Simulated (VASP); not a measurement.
Input of a VASP 6.6.1 run:

INCAR

```
SYSTEM = Ru
PREC = Accurate ; ENCUT = 520
EDIFF = 1E-7 ; ISMEAR = 0
SIGMA = 0.15 ; LREAL = .FALSE.
LASPH = .TRUE. ; NELM = 100
ALGO = Fast ; ISIF = 2
LWAVE = .FALSE. ; LCHARG = .FALSE.
GGA = PE ; NBANDS = 21
```

KPOINTS

```
regular mesh
0
G
  24 24 12
  0 0 0
```

The input POSCAR:

```
Ru
1.0
    2.7057993342      0.0000000000      0.0000000000
   -1.3528996671      2.3432909610      0.0000000000
    0.0000000000      0.0000000000      4.2819000000
Ru
2
Direct
    0.0710050771      0.4746290548      0.2500000000
    0.6666666667      0.3333333333      0.7500000000
```

Potentials or basis: VASP PAW PBE potentials, release 64 (Ru_pv).

The run is started by

```console
$ cat potpaw_PBE.64/Ru_pv/POTCAR > POTCAR
$ mpirun -np 1 vasp_std > vasp.out
```

**Question.** Predict the largest force.

**Answer.** 2.656 eV/Å.

**Question.** Predict the band gap on the k mesh.

**Answer.** Zero (band 14 reaches 14.54 eV, above the bottom of band 15 at 11.38 eV).

Forces in eV/Å, atoms in the order of the input:
```
Ru   1.959  1.793  0.000
Ru  -1.959 -1.793  0.000
```

Caveat: the cell differs from its parent crystal (atom 1 (Ru) moved by (-0.450, -0.450) A along x and y); forces of over 1 eV/Å act on the atoms, so gaps and moduli don't describe the material at rest.
